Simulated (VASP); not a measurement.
# MoS2 (P1) in VASP: single point with PBE+D3(BJ)

Aim: the single point of MoS2 with PBE+D3(BJ).

Program: VASP 6.6.1. These are calculated values, not measurements. Logs are shortened: lines on timing, memory, paths and dates and some standing lists are left out, and cuts for length are marked.

## (1) The cell of the first run

The typed cell holds 9 atoms: a = 3.153 Å, b = 3.153 Å, c = 17.997 Å, α = 88.33°, β = 89.16°, γ = 60.00°.

## (2) Single point, PBE+D3(BJ) (the part above a cut slid along it)

The input, INCAR:

```
SYSTEM = MoS2
PREC = Accurate ; ENCUT = 520
EDIFF = 1E-6 ; ISMEAR = 0
SIGMA = 0.05 ; LREAL = .FALSE.
LASPH = .TRUE. ; NELM = 100
ALGO = Normal ; ISIF = 2
LWAVE = .FALSE. ; LCHARG = .FALSE.
GGA = PE ; IVDW = 12
NBANDS = 49
```

The input, KPOINTS:

```
Automatic mesh
0
G
  10 10 2
  0 0 0
```

The input, POSCAR:

```
MoS2
1.0
   -1.5764743774     -2.7305337185      0.0000000000
    1.5764743774     -2.7305337185      0.0000000000
    0.2627457296     -0.4550889531     17.9896049492
Mo S
3 6
Direct
    1.0000000000      0.8611054547      0.8333672715
    0.3333333333      0.3055498992      0.1667006048
    0.6666666667      0.5833276770      0.5000339382
    1.0000000000      0.9021818123      0.5869091264
    0.3333333333      0.1799595900      0.9202424598
    0.6666666667      0.6244040345      0.2535757931
    1.0000000000      0.9311543997      0.4130736021
    0.3333333333      0.2089321774      0.7464069354
    0.6666666667      0.6533766219      0.0797402687
```

Potentials or basis: VASP PAW PBE potentials, release 64 (Mo_sv, S).

The run is started by

```
> cat potpaw_PBE.64/Mo_sv/POTCAR potpaw_PBE.64/S/POTCAR > POTCAR
> mpirun -np 1 vasp_std > vasp.out
```

OUTCAR:

```text
SYSTEM = MoS2
   PREC = Accurate
   ENCUT = 520
   EDIFF = 1E-6
   ISMEAR = 0
   LREAL = .FALSE.
   LASPH = .TRUE.
   NELM = 100
   ISIF = 2
   GGA = PE
   IVDW = 12
 IVDW          = 12

 ion  position               nearest neighbor table
   1  0.000  0.861  0.833-   5 2.40   5 2.40   5 2.40   8 2.40   8 2.40   8 2.40
   2  0.333  0.306  0.167-   6 2.40   6 2.40   6 2.40   9 2.40   9 2.40   9 2.40
   3  0.667  0.583  0.500-   4 2.40   4 2.40   4 2.40   7 2.40   7 2.40   7 2.40
   4  0.000  0.902  0.587-   3 2.40   3 2.40   3 2.40
   5  0.333  0.180  0.920-   1 2.40   1 2.40   1 2.40
   6  0.667  0.624  0.254-   2 2.40   2 2.40   2 2.40
   7  0.000  0.931  0.413-   3 2.40   3 2.40   3 2.40
   8  0.333  0.209  0.746-   1 2.40   1 2.40   1 2.40
   9  0.667  0.653  0.080-   2 2.40   2 2.40   2 2.40

  LATTYP: Found a base centered monoclinic cell.
 ALAT       =     3.1529487548
 B/A-ratio  =     1.7320508076
 C/A-ratio  =     5.7080782897
 COS(beta)  =    -0.0291983849

  Lattice vectors:

 A1 = (   1.5764743774,   2.7305337185,   0.0000000000)
 A2 = (  -3.1529487548,   0.0000000000,   0.0000000000)
 A3 = (   0.2627457296,  -0.4550889531,  17.9896049492)

Analysis of symmetry for initial positions (statically):
=====================================================================
 Subroutine PRICEL returns:
 Original cell was already a primitive cell.

 Routine SETGRP: Setting up the symmetry group for a
 base centered monoclinic supercell.

 Subroutine GETGRP returns: Found  1 space group operations
 (whereof  1 operations were pure point group operations)
 out of a pool of  4 trial point group operations.

The static configuration has the point symmetry C_1 .

Analysis of symmetry for dynamics (positions and initial velocities):
=====================================================================
 Subroutine PRICEL returns:
 Original cell was already a primitive cell.

 Routine SETGRP: Setting up the symmetry group for a
 base centered monoclinic supercell.

 Subroutine GETGRP returns: Found  1 space group operations
 (whereof  1 operations were pure point group operations)
 out of a pool of  4 trial point group operations.

The dynamic configuration has the point symmetry C_1 .

 Subroutine INISYM returns: Found  1 space group operations
 (whereof  1 operations are pure point group operations),
 and found     1 'primitive' translations

----------------------------------------------------------------------------------------

[... 115 lines left out ...]
   TEBEG  =    0.0;   TEEND  =   0.0 temperature during run
   PSTRESS=    0.0 pullay stress
   NELECT =      78.0000    total number of electrons
   NUPDOWN=      -1.0000    fix difference up-down
   EMIN   =  10.00;   EMAX   =-10.00  energy-range for DOS
   EFERMI =   0.00;   METHOD = LEGACY
   ISMEAR =     0;   SIGMA  =   0.05  broadening in eV -4-tet -1-fermi 0-gaus
   EFERMI_NEDOS =   21; number of points for ismear=-14 and -15
   IALGO  =     38    algorithm
   IMIX   =      4    mixing-type and parameters
     AMIX     =   0.40;   BMIX     =  1.00
     AMIX_MAG =   1.60;   BMIX_MAG =  1.00
  volume/ion in A,a.u.               =      17.21       116.13
  Fermi-wavevector in a.u.,A,eV,Ry     =   1.302500  2.461368 23.082362  1.696506
  Thomas-Fermi vector in A             =   2.433564
   LORBIT       =      0    0 simple, 1 ext, 2 COOP (PROOUT), +10 PAW based schemes
   GGA     = PE    functional components
   LHFCALC =     F    Hartree Fock is set to
   AEXX    =    0.0000 exact exchange contribution
   IVDW    =    12    specifies the selected vdW correction
   LEPSILON=     F    determine dielectric tensor
   LRPA    =     F    only Hartree local field effects (RPA)
 non-spin polarized calculation
 Gauss-broadening in eV      SIGMA  =   0.05
  energy-cutoff  :      520.00
  volume of cell :      154.88
 maximum number of plane-waves:      4193
   NGX = 11   NGY = 11   NGZ = 67

 number of electron      77.9999998 magnetization

 Free energy of the ion-electron system (eV)
  ---------------------------------------------------
  ext. energy  EPLUGINS =         0.00000000
  ---------------------------------------------------
  free energy    TOTEN  =       -65.27033567 eV

  energy without entropy =      -65.27033567  energy(sigma->0) =      -65.27033567

 E-fermi :   8.3401     XC(G=0): -11.0545

 val. band max:        8.1046825358   @ k =   0.0000   0.0000   0.5000
 cond. band min:       8.8952168589   @ k =   0.2000  -0.2000   0.0000
 fundamental gap:      0.7905343230
 Fermi energy:         8.3400964607

 k-point     1 :       0.0000    0.0000    0.0000
  band No.  band energies     occupation
      1     -53.5184      2.00000
      2     -53.5093      2.00000
      3     -53.5017      2.00000
      4     -27.6839      2.00000
      5     -27.6740      2.00000
      6     -27.6671      2.00000
[... 1237 lines left out ...]
     48      10.7334      0.00000
     49      11.8989      0.00000

 [... further k-points ...]

------------------------ aborting loop because EDIFF is reached ----------------------------------------

 Edisp (eV)   -3.96227

 E8    (eV) :    -1.5978

  FORCE on cell =-STRESS in cart. coord.  units (eV):
  Direction    XX          YY          ZZ          XY          YZ          ZX
  --------------------------------------------------------------------------------------
  -------------------------------------------------------------------------------------
  Total       0.03955    -0.22228     0.06330    -0.05131     0.18320    -0.32452
  in kB       0.40913    -2.29943     0.65479    -0.53080     1.89522    -3.35707
  external pressure =       -0.41 kB  Pullay stress =        0.00 kB

 VOLUME and BASIS-vectors are now :
 -----------------------------------------------------------------------------
  energy-cutoff  :      520.00
  volume of cell :      154.88
      direct lattice vectors                 reciprocal lattice vectors
    -1.576474377 -2.730533718  0.000000000    -0.317163417 -0.183114384  0.000000000
     1.576474377 -2.730533718  0.000000000     0.317163417 -0.183114384 -0.009264610
     0.262745730 -0.455088953 17.989604949     0.000000000  0.000000000  0.055587658

 POSITION                                       TOTAL-FORCE (eV/Angst)
 -----------------------------------------------------------------------------------
      1.57647     -2.73053     14.99195         0.013212     -0.006473     -0.012380
      0.00000     -1.82036      2.99888        -0.015745      0.011765      0.003695
      0.00000     -3.64071      8.99541        -0.000064      0.000058      0.000826
      1.57647     -2.73053     10.55826        -0.000011     -0.000077     -0.014889
      0.00000     -1.82036     16.55480         0.084804     -0.044106     -0.077604
     -0.00000     -3.64071      4.56173         0.002521     -0.005364     -0.011494
      1.57647     -2.73053      7.43103         0.000019     -0.000018      0.014013
      0.00000     -1.82036     13.42757         0.001117     -0.004470      0.014853
     -0.00000     -3.64071      1.43450        -0.085854      0.048686      0.082981
 -----------------------------------------------------------------------------------
    total drift:                                0.000007      0.000040      0.000015

  FREE ENERGIE OF THE ION-ELECTRON SYSTEM (eV)
  ---------------------------------------------------
  free  energy   TOTEN  =       -69.2326058683 eV

  energy  without entropy=      -69.2326058683  energy(sigma->0) =      -69.23260587
```

OSZICAR:

```text
N       E                     dE             d eps       ncg     rms          rms(c)
DAV:   1     0.711099891904E+03    0.71110E+03   -0.43867E+04 11088   0.152E+03
DAV:   2    -0.283775299762E+02   -0.73948E+03   -0.71387E+03 12164   0.397E+02
DAV:   3    -0.686078446697E+02   -0.40230E+02   -0.39508E+02 12553   0.834E+01
DAV:   4    -0.695604380349E+02   -0.95259E+00   -0.94691E+00 12521   0.126E+01
DAV:   5    -0.695857149292E+02   -0.25277E-01   -0.25253E-01 12813   0.197E+00    0.426E+01
DAV:   6    -0.663872327734E+02    0.31985E+01   -0.24801E+01 11047   0.239E+01    0.164E+01
DAV:   7    -0.658912072667E+02    0.49603E+00   -0.11380E+01 11193   0.160E+01    0.103E+01
DAV:   8    -0.652619678694E+02    0.62924E+00   -0.21605E+00 11573   0.736E+00    0.375E+00
DAV:   9    -0.652911498390E+02   -0.29182E-01   -0.24725E-01 13294   0.195E+00    0.182E+00
DAV:  10    -0.652699395329E+02    0.21210E-01   -0.91758E-02 11868   0.155E+00    0.447E-01
DAV:  11    -0.652704912996E+02   -0.55177E-03   -0.55250E-03 12306   0.343E-01    0.228E-01
DAV:  12    -0.652703676782E+02    0.12362E-03   -0.42835E-04 12061   0.930E-02    0.131E-01
DAV:  13    -0.652703354066E+02    0.32272E-04   -0.10017E-04 13107   0.433E-02    0.935E-02
DAV:  14    -0.652703342858E+02    0.11208E-05   -0.59577E-05 12138   0.329E-02    0.364E-02
DAV:  15    -0.652703353872E+02   -0.11014E-05   -0.23677E-06 10387   0.621E-03    0.256E-02
DAV:  16    -0.652703356654E+02   -0.27820E-06   -0.17172E-06  8357   0.617E-03
   1 F= -.69232606E+02 E0= -.69232606E+02  d E =-.332640E-13
```

Wall time 12 min (1 thread of Intel Xeon Platinum 8559C (Emerald Rapids), shared host); peak memory 0.66 GiB.

Results:

* Free energy: -69.2326 eV
* Pressure: 0.0 GPa
* Largest force: 0.129 eV/Å
* Band gap on the k mesh: 0.79 eV (least direct gap 1.94 eV)
* Dispersion energy per atom: -0.440 eV

Forces in eV/Å, atoms in the order of the input:
```
Mo   0.013 -0.006 -0.012
Mo  -0.016  0.012  0.004
Mo   0.000  0.000  0.001
S    0.000  0.000 -0.015
S    0.085 -0.044 -0.078
S    0.003 -0.005 -0.011
S    0.000  0.000  0.014
S    0.001 -0.004  0.015
S   -0.086  0.049  0.083
```

Caveat: the cell differs from its parent crystal (the part above a cut slid along it). A k mesh can miss the band edges.
